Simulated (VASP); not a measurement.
Input of a VASP 6.6.1 run:

INCAR

```
PREC     = Accurate       # precision mode
ENCUT    = 520            # plane-wave cutoff, eV
EDIFF    = 1E-7           # SCF threshold, eV
ISMEAR   = 0              # smearing method
SIGMA    = 0.1            # smearing width, eV
LREAL    = Auto         
LASPH    = T              # aspherical terms in the spheres
NELM     = 100            # most SCF steps
ALGO     = Normal         # electronic algorithm
ISIF     = 2              # what is computed and relaxed
LWAVE    = F              # write WAVECAR
LCHARG   = F              # write CHGCAR
GGA      = PE             # functional
NBANDS   = 52             # bands
```

KPOINTS

```
regular mesh
0
Gamma
  4 4 4
```

POSCAR

```
SrAlZnC6N6
1.0
    0.0000000000      5.3831467632      5.3831467632
    5.3831467632      0.0000000000      5.3831467632
    5.3831467632      5.3831467632      0.0000000000
Sr Al Zn C N
1 1 1 6 6
Direct
    0.7500000000      0.7500000000      0.7500000000
    0.0000000000      0.0000000000      0.0000000000
    0.5000000000      0.5000000000      0.5000000000
    0.8067282575      0.1932717425      0.1932717425
    0.1932717425      0.1932717425      0.8067282575
    0.8067282575      0.1932717425      0.8067282575
    0.1932717425      0.8067282575      0.8067282575
    0.8067282575      0.8067282575      0.1932717425
    0.1932717425      0.8067282575      0.1932717425
    0.6982025752      0.3017974248      0.3017974248
    0.3017974248      0.3017974248      0.6982025752
    0.6982025752      0.3017974248      0.6982025752
    0.3017974248      0.6982025752      0.6982025752
    0.6982025752      0.6982025752      0.3017974248
    0.3017974248      0.6982025752      0.3017974248
```

Potentials or basis: VASP PAW PBE potentials, release 64 (Sr_sv, Al, Zn, C, N).

Launch:

```sh
$ cat potpaw_PBE.64/Sr_sv/POTCAR potpaw_PBE.64/Al/POTCAR potpaw_PBE.64/Zn/POTCAR potpaw_PBE.64/C/POTCAR potpaw_PBE.64/N/POTCAR > POTCAR
$ mpirun -np 1 vasp_std > vasp.out
```

(1) Estimate the largest force.

(2) What does it give for the band gap on the k mesh?

(3) Predict the pressure.

## Answers

(1) 0.389 eV/Å.

(2) zero (an odd number of electrons rules out a gap without spin polarisation).

(3) 0.6 GPa.
